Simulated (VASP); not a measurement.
Input of a VASP 6.6.1 run:

INCAR

```
PREC = Accurate ; ENCUT = 520
EDIFF = 1E-7 ; ISMEAR = 0
SIGMA = 0.1 ; LREAL = False
LASPH = True ; NELM = 150
ALGO = Normal ; ISIF = 2
LWAVE = False ; LCHARG = False
ISPIN = 2 ; MAGMOM = 0 0 0 0 1 0
LORBIT = 11 ; LMAXMIX = 6
GGA = PE ; NBANDS = 44
```

Contents of KPOINTS:

```
Automatic mesh
0
Gamma
  4 4 4
```

The input POSCAR:

```
La4ZrO
1.0
   -3.2793383553      3.2793383553      4.8009535686
    3.2793383553     -3.2793383553      4.8009535686
    3.2793383553      3.2793383553     -4.8009535686
La Zr O
4 1 1
Direct
    0.7119122404      0.7119122404      0.0000000000
    0.2880877596      0.2880877596      0.0000000000
    0.7500000000      0.2500000000      0.5000000000
    0.2500000000      0.7500000000      0.5000000000
    0.0000000000      0.0000000000      0.0000000000
    0.5000000000      0.5000000000      0.0000000000
```

Potentials or basis: VASP PAW PBE potentials, release 64 (La, Zr_sv, O).

Run with:

```sh
$ cat potpaw_PBE.64/La/POTCAR potpaw_PBE.64/Zr_sv/POTCAR potpaw_PBE.64/O/POTCAR > POTCAR
$ mpirun -np 1 vasp_std > vasp.out
```

**Question.** What does it give for the net moment?

**Answer.** 0.00 μB per cell.

**Question.** What does it give for the pressure?

**Answer.** 0.1 GPa.

Forces on the atoms (eV/Å):
```
La   0.000  0.000 -0.014
La   0.000  0.000  0.014
La   0.000  0.000  0.000
La   0.000  0.000  0.000
Zr   0.000  0.000  0.000
O    0.000  0.000  0.000
```
